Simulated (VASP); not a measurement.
Input of a VASP 6.6.1 run:

File INCAR:

```
SYSTEM = Ba3AlP
PREC     = Accurate       ! precision mode
ENCUT    = 520            ! plane-wave cutoff, eV
EDIFF    = 1E-6           ! SCF threshold, eV
ISMEAR   = 0              ! smearing method
SIGMA    = 0.1            ! smearing width, eV
LREAL    = .FALSE.        ! projectors in reciprocal space
LASPH    = .TRUE.         ! aspherical terms in the spheres
NELM     = 80             ! most SCF steps
ALGO     = Normal         ! electronic algorithm
ISIF     = 2              ! what is computed and relaxed
LWAVE    = .FALSE.        ! write WAVECAR
LCHARG   = .FALSE.        ! write CHGCAR
GGA      = PE             ! functional
NBANDS   = 27             ! bands
```

Contents of KPOINTS:

```
regular mesh
0
G
  4 4 4
  0 0 0
```

The input POSCAR:

```
Ba3AlP
1.0
    6.1460143426      0.0000000000      0.0000000000
    0.0000000000      6.1460143426      0.0000000000
    0.0000000000      0.0000000000      6.1460143426
Ba Al P
3 1 1
Direct
    0.5000000000      0.5000000000      0.0000000000
    0.5000000000      0.0000000000      0.5000000000
    0.0000000000      0.5000000000      0.5000000000
    0.0000000000      0.0000000000      0.0000000000
    0.5000000000      0.5000000000      0.5000000000
```

Potentials or basis: VASP PAW PBE potentials, release 64 (Ba_sv, Al, P).

The run is started by

```sh
$ cat potpaw_PBE.64/Ba_sv/POTCAR potpaw_PBE.64/Al/POTCAR potpaw_PBE.64/P/POTCAR > POTCAR
$ mpirun -np 1 vasp_std > vasp.out
```

Task: Estimate the band gap on the k mesh.

Result: Zero (bands 19 and 20 overlap by 0.44 eV).

Task: Estimate the pressure.

Result: 0.6 GPa.

Caveat: spin-orbit coupling is left out, which moves the levels of the heavy elements.
